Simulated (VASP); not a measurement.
# CuO (Cccm) in VASP: a series of runs, part 2 of 2

VASP 6.6.1. Earlier steps stand in the parts before.

**3. Single point, PBEsol**

Input file INCAR:

```
SYSTEM = CuO
ALGO = Normal
EDIFF = 1E-7
ENCUT = 520
GGA = PS
ISIF = 2
ISMEAR = 0
LASPH = .True.
LCHARG = .True.
LELF = .True.
LREAL = .False.
LVHAR = .True.
LWAVE = .False.
NBANDS = 25
NELM = 100
PREC = Accurate
SIGMA = 0.02
```

Input file KPOINTS:

```
k-points
0
Gamma
  14 14 8
  0 0 0
```

Input file POSCAR:

```
CuO
1.0
    1.9909680000     -2.1535500000      0.0000000000
    1.9909680000      2.1535500000      0.0000000000
    0.0000000000      0.0000000000      5.1559280000
Cu O
2 2
Direct
    0.0000000000      0.5000000000      0.0000000000
    0.5000000000      0.0000000000      0.5000000000
    0.5000000000      0.5000000000      0.2500000000
    0.5000000000      0.5000000000      0.7500000000
```

Potentials or basis: VASP PAW PBE potentials, release 64 (Cu, O).

Launch:

```console
> cat potpaw_PBE.64/Cu/POTCAR potpaw_PBE.64/O/POTCAR > POTCAR
> mpirun -np 1 vasp_std > vasp.out
```

OUTCAR:

```text
SYSTEM = CuO
   EDIFF = 1E-7
   ENCUT = 520
   GGA = PS
   ISIF = 2
   ISMEAR = 0
   LASPH = .True.
   LREAL = .False.
   NELM = 100
   PREC = Accurate

 ion  position               nearest neighbor table
   1  0.000  0.500  0.000-   3 1.95   4 1.95   3 1.95   4 1.95
   2  0.500  0.000  0.500-   3 1.95   4 1.95   3 1.95   4 1.95
   3  0.500  0.500  0.250-   1 1.95   2 1.95   2 1.95   1 1.95
   4  0.500  0.500  0.750-   1 1.95   2 1.95   2 1.95   1 1.95

  LATTYP: Found a base centered orthorhombic cell.
 ALAT       =     3.9819360000
 B/A-ratio  =     1.0816597755
 C/A-ratio  =     1.2948294498

  Lattice vectors:

 A1 = (   1.9909680000,  -2.1535500000,   0.0000000000)
 A2 = (   1.9909680000,   2.1535500000,   0.0000000000)
 A3 = (   0.0000000000,   0.0000000000,   5.1559280000)

Analysis of symmetry for initial positions (statically):
=====================================================================
 Subroutine PRICEL returns:
 Original cell was already a primitive cell.

[... 167 lines left out ...]

 Free energy of the ion-electron system (eV)
  ---------------------------------------------------
  ext. energy  EPLUGINS =         0.00000000
  ---------------------------------------------------
  free energy    TOTEN  =       -21.44774631 eV

  energy without entropy =      -21.44703487  energy(sigma->0) =      -21.44739059

 E-fermi :   4.7408     XC(G=0): -11.6084

 val. band max:        4.7402561327   @ k =  -0.4286   0.4286   0.3750
 cond. band min:       4.7427010641   @ k =   0.0714   0.0714   0.3750
 fundamental gap:      0.0024449314
 Fermi energy:         4.7407647260

 k-point     1 :       0.0000    0.0000    0.0000
  band No.  band energies     occupation
      1     -14.9849      2.00000
      2     -13.6554      2.00000
      3      -3.4253      2.00000
      4      -0.7667      2.00000
      5      -0.6045      2.00000
      6       1.0196      2.00000
[... 661 lines left out ...]
     24      17.3064      0.00000
     25      19.1602      0.00000

 [... further k-points ...]
[... 5 lines left out ...]
  --------------------------------------------------------------------------------------
  -------------------------------------------------------------------------------------
  Total       -1.1204663     -1.5282199     -1.8250986      0.0000000      0.0000000      0.0000000
  in kB      -40.6025497    -55.3783930    -66.1364445      0.0000000      0.0000000      0.0000000
  external PRESSURE =     -54.0391291 kB  Pullay stress =       0.0000000 kB

 VOLUME and BASIS-vectors are now :
 -----------------------------------------------------------------------------
  energy-cutoff  :      520.00
  volume of cell :       44.21
      direct lattice vectors                 reciprocal lattice vectors
     1.990968000 -2.153550000  0.000000000     0.251134122 -0.232174781  0.000000000
     1.990968000  2.153550000  0.000000000     0.251134122  0.232174781  0.000000000
     0.000000000  0.000000000  5.155928000     0.000000000  0.000000000  0.193951506

 POSITION                                       TOTAL-FORCE (eV/Angst)
 -----------------------------------------------------------------------------------
      0.99548      1.07678      0.00000         0.000000      0.000000      0.000000
      0.99548     -1.07678      2.57796        -0.000000      0.000000      0.000000
      1.99097      0.00000      1.28898         0.000000     -0.000000      0.000000
      1.99097      0.00000      3.86695         0.000000      0.000000      0.000000
 -----------------------------------------------------------------------------------
    total drift:                                0.000000     -0.000000     -0.000000

  FREE ENERGIE OF THE ION-ELECTRON SYSTEM (eV)
  ---------------------------------------------------
  free  energy   TOTEN  =       -21.4477463112 eV

  energy  without entropy=      -21.4470348735  energy(sigma->0) =      -21.44739059
```

OSZICAR:

```text
N       E                     dE             d eps       ncg     rms          rms(c)
DAV:   1     0.297230132552E+03    0.29723E+03   -0.16343E+04 14978   0.209E+03
DAV:   2     0.109582490522E+02   -0.28627E+03   -0.26365E+03 14507   0.391E+02
DAV:   3    -0.262927788170E+02   -0.37251E+02   -0.35214E+02 17928   0.157E+02
DAV:   4    -0.275953362728E+02   -0.13026E+01   -0.12950E+01 17767   0.311E+01
DAV:   5    -0.276213532229E+02   -0.26017E-01   -0.26003E-01 18424   0.390E+00    0.178E+01
DAV:   6    -0.256112828133E+02    0.20101E+01   -0.40780E+01 20379   0.160E+02    0.143E+01
DAV:   7    -0.213957352969E+02    0.42155E+01   -0.11172E+01 17456   0.118E+02    0.254E+00
DAV:   8    -0.214916910286E+02   -0.95956E-01   -0.15514E+00 15062   0.845E+00    0.164E+00
DAV:   9    -0.214525861335E+02    0.39105E-01   -0.61503E-02 20679   0.564E+00    0.490E-01
DAV:  10    -0.214491961671E+02    0.33900E-02   -0.12942E-02 19461   0.131E+00    0.391E-01
DAV:  11    -0.214477111152E+02    0.14851E-02   -0.70437E-03 21359   0.769E-01    0.641E-02
DAV:  12    -0.214477302755E+02   -0.19160E-04   -0.52513E-04 20168   0.283E-01    0.489E-02
DAV:  13    -0.214477473537E+02   -0.17078E-04   -0.41078E-05 21192   0.751E-02    0.897E-03
DAV:  14    -0.214477465502E+02    0.80344E-06   -0.25634E-06 22317   0.247E-02    0.593E-03
DAV:  15    -0.214477463256E+02    0.22467E-06   -0.20646E-06 22008   0.177E-02    0.852E-04
DAV:  16    -0.214477463112E+02    0.14386E-07   -0.65973E-08  9057   0.388E-03
   1 F= -.21447746E+02 E0= -.21447391E+02  d E =-.711438E-03
```

Wall time 2.5 min (1 thread of Intel Xeon Platinum 8488C (Sapphire Rapids), shared host); peak memory 0.36 GiB.

What came out:

```
Free energy            : -21.4477 eV
Pressure               : -5.4 GPa
Band gap on the k mesh : zero (bands 17 and 18 overlap by 1.10 eV)
```

Levels at points of the mesh, in eV from the Fermi level:
```csv
k point,band 15,band 16,band 17,band 18,band 19,band 20
"(0.00, 0.00, 0.00)",-2.29,-1.89,0.58,0.76,1.36,6.00
"(0.50, 0.00, 0.00)",-1.56,-1.49,0.21,0.46,3.61,5.88
"(0.50, 0.50, 0.00)",-1.63,-1.20,-1.15,1.13,2.10,7.19
"(0.00, 0.00, 0.50)",-1.54,-1.54,0.10,0.10,3.43,3.43
"(0.50, 0.00, 0.50)",-1.99,-1.81,-0.16,0.67,4.27,5.86
"(0.50, 0.50, 0.50)",-1.40,-1.40,-0.52,-0.52,3.97,3.97
```

Caveat: the cell stands under tension; the PAW data sets were made with another functional, which shifts forces and pressure a little; semilocal functionals often make such compounds metallic where correlation or magnetic order opens a gap, which also shifts bond lengths. With open d or f shells a metallic result of PBEsol can be an artefact of self-interaction; +U or a hybrid may open a gap.

**4. Single point, PBEsol**

Input file INCAR:

```
SYSTEM = CuO
PREC     = Accurate       ! precision mode
ENCUT    = 520            ! plane-wave cutoff, eV
EDIFF    = 1E-7           ! SCF threshold, eV
ISMEAR   = 0              ! smearing method
SIGMA    = 0.05           ! smearing width, eV
LREAL    = .FALSE.        ! projectors in reciprocal space
LASPH    = .TRUE.         ! aspherical terms in the spheres
NELM     = 100            ! most SCF steps
ALGO     = Normal         ! electronic algorithm
ISIF     = 2              ! what is computed and relaxed
LWAVE    = .FALSE.        ! write WAVECAR
LCHARG   = .FALSE.        ! write CHGCAR
GGA      = PS             ! functional
NBANDS   = 25             ! bands
```

Input file KPOINTS:

```
Automatic mesh
0
G
  14 14 8
  0 0 0
```

POSCAR is that of step 3.

Launch:

```console
> cat potpaw_PBE.64/Cu/POTCAR potpaw_PBE.64/O/POTCAR > POTCAR
> mpirun -np 1 vasp_std > vasp.out
```

Wall time 2.4 min (1 thread of Intel Xeon Platinum 8488C (Sapphire Rapids), shared host); peak memory 0.36 GiB.

It converged, with:

```yaml
Free_energy: -21.4495 eV
Pressure: -5.4 GPa
Band_gap_on_the_k_mesh: zero (bands 17 and 18 overlap by 1.10 eV)
```

Stress tensor (GPa, compression positive):
```
-4.04  0.00  0.00
 0.00 -5.51  0.00
 0.00  0.00 -6.62
```

Levels at points of the mesh, in eV from the Fermi level:
```tsv
k point	band 13	band 14	band 15	band 16	band 17	band 18	band 19	band 20	band 21	band 22
(0.00, 0.00, 0.00)	-2.36	-2.36	-2.29	-1.89	0.58	0.76	1.36	6.00	7.25	13.17
(0.50, 0.00, 0.00)	-2.25	-1.87	-1.56	-1.49	0.21	0.46	3.61	5.87	6.31	10.88
(0.50, 0.50, 0.00)	-2.34	-2.32	-1.63	-1.21	-1.15	1.12	2.10	7.18	9.07	10.30
(0.00, 0.00, 0.50)	-2.27	-2.27	-1.54	-1.54	0.10	0.10	3.43	3.43	11.53	11.53
(0.50, 0.00, 0.50)	-2.35	-2.33	-1.99	-1.81	-0.16	0.67	4.27	5.86	8.04	8.65
(0.50, 0.50, 0.50)	-1.89	-1.89	-1.40	-1.40	-0.52	-0.52	3.97	3.97	10.03	10.03
```

Caveat: the cell stands under tension; the PAW data sets were made with another functional, which shifts forces and pressure a little; semilocal functionals often make such compounds metallic where correlation or magnetic order opens a gap, which also shifts bond lengths.

**5. Summary**

```tsv
smearing	gap on the mesh (eV)	pressure (GPa)
gaussian 0.1 eV	none	-5.4
gaussian 0.02 eV	none	-5.4
gaussian 0.05 eV	none	-5.4
```

Alike in all rows: task single point; level PBEsol; potentials or basis VASP PAW PBE potentials, release 64 (Cu, O); no spin polarisation; cell as given; k mesh 14 × 14 × 8; cutoff (eV) 520.

Caveats: the cell stands under tension; the PAW data sets were made with another functional, which shifts forces and pressure a little; semilocal functionals often make such compounds metallic where correlation or magnetic order opens a gap, which also shifts bond lengths.

Absolute energies hang on the potentials; compare differences alone.
